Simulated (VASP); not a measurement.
# ZrO2 (Cubic zirconia) (Fm-3m) in VASP: further runs

Runs on ZrO2 (Cubic zirconia). Level: LDA. Tasks: single point.

Everything below comes from runs of VASP 6.6.1. Logs are shortened: lines on timing, memory, paths and dates and some standing lists are left out, and cuts for length are marked.

### 1 The cell of the first run

The structure is cubic, space group Fm-3m (No. 225). The conventional cell has a = 4.967 Å, b = 4.967 Å, c = 4.967 Å, α = 90.00°, β = 90.00°, γ = 90.00°. Within 2.8 Å of Zr (site symmetry m-3m) lie 8 O at 2.15 Å. Within 2.8 Å of O (site symmetry -43m) lie 4 Zr at 2.15 Å and 6 O at 2.48 Å.

### 2 Single point, LDA

Contents of INCAR:

```
  PREC = Accurate
  ENCUT = 600
  EDIFF = 1E-6
  ISMEAR = 0
  SIGMA = 0.01
  LREAL = False
  LASPH = True
  NELM = 120
  ALGO = Normal
  ISIF = 2
  LWAVE = False
  LCHARG = True
  LELF = True
  LVHAR = True
  NBANDS = 19
  GGA_COMPAT = False
```

Contents of KPOINTS:

```
Automatic mesh
0
Gamma
  6 6 6
```

Contents of POSCAR:

```
ZrO2
1.0
    0.0000000000      2.4832507856      2.4832507856
    2.4832507856      0.0000000000      2.4832507856
    2.4832507856      2.4832507856      0.0000000000
Zr O
1 2
Direct
    0.0000000000      0.0000000000      0.0000000000
    0.2500000000      0.2500000000      0.2500000000
    0.7500000000      0.7500000000      0.7500000000
```

Potentials or basis: VASP PAW LDA potentials, release 64 (Zr_sv, O).

Launch:

```console
cat potpaw_LDA.64/Zr_sv/POTCAR potpaw_LDA.64/O/POTCAR > POTCAR
mpirun -np 1 vasp_std > vasp.out
```

OUTCAR:

```text
PREC = Accurate
   ENCUT = 600
   EDIFF = 1E-6
   ISMEAR = 0
   LREAL = False
   LASPH = True
   NELM = 120
   ISIF = 2

 ion  position               nearest neighbor table
   1  0.000  0.000  0.000-   3 2.15   3 2.15   3 2.15   2 2.15   3 2.15   2 2.15   2 2.15   2 2.15

   2  0.250  0.250  0.250-   1 2.15   1 2.15   1 2.15   1 2.15
   3  0.750  0.750  0.750-   1 2.15   1 2.15   1 2.15   1 2.15

  LATTYP: Found a face centered cubic cell.
 ALAT       =     4.9665015712

  Lattice vectors:

 A1 = (   0.0000000000,   2.4832507856,   2.4832507856)
 A2 = (   2.4832507856,   0.0000000000,   2.4832507856)
 A3 = (   2.4832507856,   2.4832507856,   0.0000000000)

Analysis of symmetry for initial positions (statically):
=====================================================================
 Subroutine PRICEL returns:
 Original cell was already a primitive cell.

 Routine SETGRP: Setting up the symmetry group for a
 face centered cubic supercell.

 Subroutine GETGRP returns: Found 48 space group operations
 (whereof 48 operations were pure point group operations)
 out of a pool of 48 trial point group operations.

The static configuration has the point symmetry O_h .

Analysis of symmetry for dynamics (positions and initial velocities):
=====================================================================
 Subroutine PRICEL returns:
 Original cell was already a primitive cell.

 Routine SETGRP: Setting up the symmetry group for a
 face centered cubic supercell.

 Subroutine GETGRP returns: Found 48 space group operations
 (whereof 48 operations were pure point group operations)
 out of a pool of 48 trial point group operations.

The dynamic configuration has the point symmetry O_h .

 Subroutine INISYM returns: Found 48 space group operations
 (whereof 48 operations are pure point group operations),
 and found     1 'primitive' translations

----------------------------------------------------------------------------------------

                                     Primitive cell

  volume of cell :      30.6261

  direct lattice vectors                    reciprocal lattice vectors
     0.000000000  2.483250786  2.483250786    -0.201348975  0.201348975  0.201348975
     2.483250786  0.000000000  2.483250786     0.201348975 -0.201348975  0.201348975
     2.483250786  2.483250786  0.000000000     0.201348975  0.201348975 -0.201348975

  length of vectors
     3.511846940  3.511846940  3.511846940     0.348746655  0.348746655  0.348746655

[... 72 lines left out ...]
   NELM   =    120;   NELMIN=  2; NELMDL= -5     # of ELM steps
   EDIFF  = 0.1E-05   stopping-criterion for ELM
   LREAL  =      F    real-space projection
   EDIFFG = 0.1E-04   stopping-criterion for IOM
   NSW    =      0    number of steps for IOM
   IBRION =     -1    ionic relax: 0-MD 1-quasi-New 2-CG
   NFREE  =      0    steps in history (QN), initial steepest desc. (CG)
   ISIF   =      2    stress and relaxation
   ISYM   =      2    0-nonsym 1-usesym 2-fastsym
   POTIM  = 0.5000    time-step for ionic-motion
   TEBEG  =    0.0;   TEEND  =   0.0 temperature during run
   PSTRESS=    0.0 pullay stress
   NELECT =      24.0000    total number of electrons
   NUPDOWN=      -1.0000    fix difference up-down
   EMIN   =  10.00;   EMAX   =-10.00  energy-range for DOS
   EFERMI =   0.00;   METHOD = LEGACY
   ISMEAR =     0;   SIGMA  =   0.01  broadening in eV -4-tet -1-fermi 0-gaus
   EFERMI_NEDOS =   21; number of points for ismear=-14 and -15
   IALGO  =     38    algorithm
   IMIX   =      4    mixing-type and parameters
     AMIX     =   0.40;   BMIX     =  1.00
     AMIX_MAG =   1.60;   BMIX_MAG =  1.00
  volume/ion in A,a.u.               =      10.21        68.89
  Fermi-wavevector in a.u.,A,eV,Ry     =   1.509320  2.852201 30.994710  2.278047
  Thomas-Fermi vector in A             =   2.619658
   LORBIT       =      0    0 simple, 1 ext, 2 COOP (PROOUT), +10 PAW based schemes
   GGA     = CA    functional components
   LHFCALC =     F    Hartree Fock is set to
   AEXX    =    0.0000 exact exchange contribution
   IVDW    =     0    specifies the selected vdW correction
   LEPSILON=     F    determine dielectric tensor
   LRPA    =     F    only Hartree local field effects (RPA)
 non-spin polarized calculation
 Gauss-broadening in eV      SIGMA  =   0.01
  energy-cutoff  :      600.00
  volume of cell :       30.63
 maximum number of plane-waves:      1034
   NGX = 13   NGY = 13   NGZ = 13

 number of electron      24.0000007 magnetization

 Free energy of the ion-electron system (eV)
  ---------------------------------------------------
  ext. energy  EPLUGINS =         0.00000000
  ---------------------------------------------------
  free energy    TOTEN  =       -31.32860826 eV

  energy without entropy =      -31.32860826  energy(sigma->0) =      -31.32860826

 E-fermi :   7.8872     XC(G=0): -12.6677

 val. band max:        7.8079926123   @ k =   0.5000   0.5000   0.0000
 cond. band min:      11.2299488120   @ k =   0.0000   0.0000   0.0000
 fundamental gap:      3.4219561998
 Fermi energy:         7.8871908808

 k-point     1 :       0.0000    0.0000    0.0000
  band No.  band energies     occupation
      1     -39.5970      2.00000
      2     -17.5897      2.00000
      3     -17.5897      2.00000
      4     -17.5897      2.00000
      5     -10.4743      2.00000
      6      -7.5266      2.00000
[... 329 lines left out ...]
      6      -8.0847      2.00000
[... 11 lines left out ...]
     18      20.7045      0.00000
     19      23.3778      0.00000

------------------------ aborting loop because EDIFF is reached ----------------------------------------

  FORCE on cell =-STRESS in cart. coord.  units (eV):
  Direction    XX          YY          ZZ          XY          YZ          ZX
  --------------------------------------------------------------------------------------
  -------------------------------------------------------------------------------------
  Total        2.1347476      2.1347476      2.1347476      0.0000000      0.0000000     -0.0000000
  in kB      111.6774229    111.6774229    111.6774229      0.0000000      0.0000000     -0.0000000
  external PRESSURE =     111.6774229 kB  Pullay stress =       0.0000000 kB

 VOLUME and BASIS-vectors are now :
 -----------------------------------------------------------------------------
  energy-cutoff  :      600.00
  volume of cell :       30.63
      direct lattice vectors                 reciprocal lattice vectors
     0.000000000  2.483250786  2.483250786    -0.201348975  0.201348975  0.201348975
     2.483250786  0.000000000  2.483250786     0.201348975 -0.201348975  0.201348975
     2.483250786  2.483250786  0.000000000     0.201348975  0.201348975 -0.201348975

 POSITION                                       TOTAL-FORCE (eV/Angst)
 -----------------------------------------------------------------------------------
      0.00000      0.00000      0.00000        -0.000000      0.000000     -0.000000
      1.24163      1.24163      1.24163        -0.000000     -0.000000      0.000000
      3.72488      3.72488      3.72488         0.000000      0.000000     -0.000000
 -----------------------------------------------------------------------------------
    total drift:                                0.000000      0.000000      0.000000

  FREE ENERGIE OF THE ION-ELECTRON SYSTEM (eV)
  ---------------------------------------------------
  free  energy   TOTEN  =       -31.3286082644 eV

  energy  without entropy=      -31.3286082644  energy(sigma->0) =      -31.32860826
```

stdout:

```text
POSCAR found type information on POSCAR ZrO
 POSCAR found :  2 types and       3 ions
 scaLAPACK will be used
 LDA part: xc-table for (Slater(with rela. corr.)+CA(PZ))
 , standard interpolation
 POSCAR, INCAR and KPOINTS ok, starting setup
 FFT: planning ... GRIDC
 FFT: planning ... GRID_SOFT
 FFT: planning ... GRID
 WAVECAR not read
 entering main loop
```

It took 23 s on 1 thread of Intel Xeon 8259CL, shared host; peak memory 0.14 GiB.

What came out:

```
Free energy            : -31.3286 eV
Pressure               : 11.2 GPa
Band gap on the k mesh : 3.42 eV, indirect (least direct gap 3.92 eV)
```

Levels at points of the mesh, in eV from the valence-band top:
```tsv
k point	band 9	band 10	band 11	band 12	band 13	band 14	band 15	band 16
(0.00, 0.00, 0.00)	-5.73	-0.57	-0.57	-0.57	3.42	3.42	6.94	10.31
(0.50, 0.00, 0.00)	-2.70	-2.56	-1.71	-1.71	4.18	4.18	6.82	8.97
(0.50, 0.50, 0.00)	-3.29	-1.63	-1.63	0.00	3.92	5.05	6.56	7.93
```

A k mesh can miss the band edges.

### 3 Single point, LDA

This run uses another cell than the first one, of 10.43 Å³/atom, 1.021 times its volume.

Contents of INCAR:

```
SYSTEM = ZrO2
PREC = Accurate
ENCUT = 600
EDIFF = 1E-6
ISMEAR = 0
SIGMA = 0.01
LREAL = .FALSE.
LASPH = .TRUE.
NELM = 120
ALGO = Normal
ISIF = 2
LWAVE = .FALSE.
LCHARG = .FALSE.
NBANDS = 19
GGA_COMPAT = .FALSE.
```

Contents of KPOINTS:

```
regular mesh
0
G
  6 6 6
  0 0 0
```

Contents of POSCAR:

```
ZrO2
1.0
    0.0000000000      2.5007390434      2.5007390434
    2.5007390434      0.0000000000      2.5007390434
    2.5007390434      2.5007390434      0.0000000000
Zr O
1 2
Direct
    0.0000000000      0.0000000000      0.0000000000
    0.2500000000      0.2500000000      0.2500000000
    0.7500000000      0.7500000000      0.7500000000
```

Potentials or basis: VASP PAW LDA potentials, release 64 (Zr_sv, O).

Launch:

```console
cat potpaw_LDA.64/Zr_sv/POTCAR potpaw_LDA.64/O/POTCAR > POTCAR
mpirun -np 1 vasp_std > vasp.out
```

It took 23 s on 1 thread of Intel Xeon 8259CL, shared host; peak memory 0.14 GiB.

The run converged. Its results:

| Item | Value |
| --- | --- |
| Free energy | -31.3630 eV |
| Pressure | 4.8 GPa |
| Band gap on the k mesh | 3.37 eV, indirect (least direct gap 3.84 eV) |

Levels at points of the mesh, in eV from the valence-band top:
```tsv
k point	band 8	band 9	band 10	band 11	band 12	band 13	band 14	band 15	band 16	band 17
(0.00, 0.00, 0.00)	-5.60	-5.60	-0.56	-0.56	-0.56	3.37	3.37	6.78	10.04	10.04
(0.50, 0.00, 0.00)	-4.54	-2.67	-2.54	-1.70	-1.70	4.10	4.10	6.62	8.91	9.03
(0.50, 0.50, 0.00)	-3.26	-3.26	-1.60	-1.60	0.00	3.84	4.93	6.35	7.74	7.74
```

A k mesh can miss the band edges.

### 4 Single point, LDA

This run uses another cell than the first one, of 10.64 Å³/atom, 1.043 times its volume.

Contents of INCAR:

```
PREC = Accurate ; ENCUT = 600
EDIFF = 1E-6 ; ISMEAR = 0
SIGMA = 0.01 ; LREAL = F
LASPH = T ; NELM = 120
ALGO = Normal ; ISIF = 2
LWAVE = F ; LCHARG = F
NBANDS = 19 ; GGA_COMPAT = F
```

Contents of KPOINTS:

```
regular mesh
0
Gamma
  6 6 6
```

Contents of POSCAR:

```
ZrO2
1.0
    0.0000000000      2.5179860645      2.5179860645
    2.5179860645      0.0000000000      2.5179860645
    2.5179860645      2.5179860645      0.0000000000
Zr O
1 2
Direct
    0.0000000000      0.0000000000      0.0000000000
    0.2500000000      0.2500000000      0.2500000000
    0.7500000000      0.7500000000      0.7500000000
```

Launch:

```console
cat potpaw_LDA.64/Zr_sv/POTCAR potpaw_LDA.64/O/POTCAR > POTCAR
mpirun -np 1 vasp_std > vasp.out
```

Run time: 21 s. Hardware: 1 thread of Intel Xeon 8259CL, shared host; peak memory 0.14 GiB.

It converged, with:

```
Free energy            : -31.3726 eV
Pressure               : -1.0 GPa
Band gap on the k mesh : 3.32 eV, indirect (least direct gap 3.77 eV)
```

Levels at points of the mesh, in eV from the valence-band top:
| k point | band 10 | band 11 | band 12 | band 13 | band 14 | band 15 |
| --- | --- | --- | --- | --- | --- | --- |
| (0.00, 0.00, 0.00) | -0.55 | -0.55 | -0.55 | 3.32 | 3.32 | 6.63 |
| (0.50, 0.00, 0.00) | -2.53 | -1.68 | -1.68 | 4.02 | 4.02 | 6.42 |
| (0.50, 0.50, 0.00) | -1.57 | -1.57 | 0.00 | 3.77 | 4.82 | 6.16 |

A k mesh can miss the band edges. LDA gaps usually lie below the measured ones, often by a third to a half.

### 5 Single point, LDA

This run uses another cell than the first one, of 10.86 Å³/atom, 1.064 times its volume.

Contents of INCAR:

```
SYSTEM = ZrO2
ALGO = Normal
EDIFF = 1E-6
ENCUT = 600
GGA_COMPAT = .FALSE.
ISIF = 2
ISMEAR = 0
LASPH = .TRUE.
LCHARG = .FALSE.
LREAL = .FALSE.
LWAVE = .FALSE.
NBANDS = 19
NELM = 120
PREC = Accurate
SIGMA = 0.01
```

Contents of KPOINTS:

```
k-points
0
G
  6 6 6
  0 0 0
```

Contents of POSCAR:

```
ZrO2
1.0
    0.0000000000      2.5350000000      2.5350000000
    2.5350000000      0.0000000000      2.5350000000
    2.5350000000      2.5350000000      0.0000000000
Zr O
1 2
Direct
    0.0000000000      0.0000000000      0.0000000000
    0.2500000000      0.2500000000      0.2500000000
    0.7500000000      0.7500000000      0.7500000000
```

Potentials or basis: VASP PAW LDA potentials, release 64 (Zr_sv, O).

Launch:

```console
cat potpaw_LDA.64/Zr_sv/POTCAR potpaw_LDA.64/O/POTCAR > POTCAR
mpirun -np 1 vasp_std > vasp.out
```

OUTCAR:

```text
SYSTEM = ZrO2
   EDIFF = 1E-6
   ENCUT = 600
   ISIF = 2
   ISMEAR = 0
   LASPH = .TRUE.
   LREAL = .FALSE.
   NELM = 120
   PREC = Accurate

 ion  position               nearest neighbor table
   1  0.000  0.000  0.000-   3 2.20   3 2.20   3 2.20   2 2.20   3 2.20   2 2.20   2 2.20   2 2.20

   2  0.250  0.250  0.250-   1 2.20   1 2.20   1 2.20   1 2.20
   3  0.750  0.750  0.750-   1 2.20   1 2.20   1 2.20   1 2.20

  LATTYP: Found a face centered cubic cell.
 ALAT       =     5.0700000000

  Lattice vectors:

 A1 = (   0.0000000000,   2.5350000000,   2.5350000000)
 A2 = (   2.5350000000,   0.0000000000,   2.5350000000)
 A3 = (   2.5350000000,   2.5350000000,   0.0000000000)

Analysis of symmetry for initial positions (statically):
=====================================================================
 Subroutine PRICEL returns:
 Original cell was already a primitive cell.

 Routine SETGRP: Setting up the symmetry group for a
 face centered cubic supercell.

 Subroutine GETGRP returns: Found 48 space group operations
 (whereof 48 operations were pure point group operations)
 out of a pool of 48 trial point group operations.

The static configuration has the point symmetry O_h .
[... 154 lines left out ...]

 E-fermi :   7.2703     XC(G=0): -12.3384

 val. band max:        7.0749537436   @ k =   0.5000   0.5000   0.0000
 cond. band min:      10.3379993371   @ k =   0.0000   0.0000   0.0000
 fundamental gap:      3.2630455935
 Fermi energy:         7.2703110404

 k-point     1 :       0.0000    0.0000    0.0000
  band No.  band energies     occupation
      1     -40.6051      2.00000
      2     -18.5934      2.00000
      3     -18.5934      2.00000
      4     -18.5934      2.00000
      5     -10.9068      2.00000
      6      -8.1920      2.00000
[... 329 lines left out ...]
      6      -8.8394      2.00000
[... 11 lines left out ...]
     18      19.5183      0.00000
     19      21.8371      0.00000

------------------------ aborting loop because EDIFF is reached ----------------------------------------

  FORCE on cell =-STRESS in cart. coord.  units (eV):
  Direction    XX          YY          ZZ          XY          YZ          ZX
  --------------------------------------------------------------------------------------
  -------------------------------------------------------------------------------------
  Total       -1.2494054     -1.2494054     -1.2494054      0.0000000     -0.0000000      0.0000000
  in kB      -61.4398405    -61.4398405    -61.4398405      0.0000000     -0.0000000      0.0000000
  external PRESSURE =     -61.4398405 kB  Pullay stress =       0.0000000 kB

 VOLUME and BASIS-vectors are now :
 -----------------------------------------------------------------------------
  energy-cutoff  :      600.00
  volume of cell :       32.58
      direct lattice vectors                 reciprocal lattice vectors
     0.000000000  2.535000000  2.535000000    -0.197238659  0.197238659  0.197238659
     2.535000000  0.000000000  2.535000000     0.197238659 -0.197238659  0.197238659
     2.535000000  2.535000000  0.000000000     0.197238659  0.197238659 -0.197238659

 POSITION                                       TOTAL-FORCE (eV/Angst)
 -----------------------------------------------------------------------------------
      0.00000      0.00000      0.00000        -0.000000      0.000000      0.000000
      1.26750      1.26750      1.26750         0.000000     -0.000000     -0.000000
      3.80250      3.80250      3.80250        -0.000000      0.000000      0.000000
 -----------------------------------------------------------------------------------
    total drift:                                0.000000     -0.000000      0.000000

  FREE ENERGIE OF THE ION-ELECTRON SYSTEM (eV)
  ---------------------------------------------------
  free  energy   TOTEN  =       -31.3600340795 eV

  energy  without entropy=      -31.3600340795  energy(sigma->0) =      -31.36003408
```

OSZICAR:

```text
N       E                     dE             d eps       ncg     rms          rms(c)
DAV:   1     0.189213126907E+03    0.18921E+03   -0.15403E+04   608   0.145E+03
DAV:   2    -0.277563863922E+02   -0.21697E+03   -0.21151E+03   742   0.360E+02
DAV:   3    -0.372277093629E+02   -0.94713E+01   -0.94237E+01   876   0.715E+01
DAV:   4    -0.375288874910E+02   -0.30118E+00   -0.30085E+00   814   0.102E+01
DAV:   5    -0.375331896738E+02   -0.43022E-02   -0.43019E-02   771   0.121E+00    0.251E+01
DAV:   6    -0.315638550860E+02    0.59693E+01   -0.22464E+01   643   0.388E+01    0.903E+00
DAV:   7    -0.314334846561E+02    0.13037E+00   -0.10842E+00   736   0.797E+00    0.731E+00
DAV:   8    -0.313808346794E+02    0.52650E-01   -0.40202E-01   680   0.559E+00    0.314E+00
DAV:   9    -0.313601242858E+02    0.20710E-01   -0.66138E-02   657   0.226E+00    0.439E-01
DAV:  10    -0.313602343287E+02   -0.11004E-03   -0.40815E-03   723   0.614E-01    0.345E-01
DAV:  11    -0.313600335395E+02    0.20079E-03   -0.76353E-04   679   0.276E-01    0.278E-02
DAV:  12    -0.313600376301E+02   -0.40907E-05   -0.46578E-05   819   0.467E-02    0.326E-02
DAV:  13    -0.313600340196E+02    0.36105E-05   -0.10518E-05   708   0.245E-02    0.319E-03
DAV:  14    -0.313600340795E+02   -0.59875E-07   -0.91715E-07   408   0.101E-02
   1 F= -.31360034E+02 E0= -.31360034E+02  d E =-.140569-169
```

stdout:

```text
POSCAR found type information on POSCAR ZrO
 POSCAR found :  2 types and       3 ions
 scaLAPACK will be used
 LDA part: xc-table for (Slater(with rela. corr.)+CA(PZ))
 , standard interpolation
 POSCAR, INCAR and KPOINTS ok, starting setup
 FFT: planning ... GRIDC
 FFT: planning ... GRID_SOFT
 FFT: planning ... GRID
 WAVECAR not read
 entering main loop
```

It took 28 s on 1 thread of Intel Xeon 8259CL, shared host; peak memory 0.15 GiB.

Results:

- Free energy: -31.3600 eV
- Pressure: -6.1 GPa
- Band gap on the k mesh: 3.26 eV, indirect (least direct gap 3.70 eV)

A k mesh can miss the band edges. A hybrid or GW would open this gap; LDA tends to underestimate it.

### 6 The runs side by side

| cell | gap on the mesh (eV) | pressure (GPa) |
| --- | --- | --- |
| a = 3.512 Å, angles 60.0°, 3 atoms | 3.42 | 11.2 |
| a = 3.537 Å, angles 60.0°, 3 atoms | 3.37 | 4.8 |
| a = 3.561 Å, angles 60.0°, 3 atoms | 3.32 | -1.0 |
| a = 3.585 Å, angles 60.0°, 3 atoms | 3.26 | -6.1 |

Alike in all rows: task single point; level LDA; potentials or basis VASP PAW LDA potentials, release 64 (Zr_sv, O); no spin polarisation; k mesh 6 × 6 × 6; cutoff (eV) 600; smearing gaussian 0.01 eV.

Absolute energies hang on the potentials; compare differences alone.
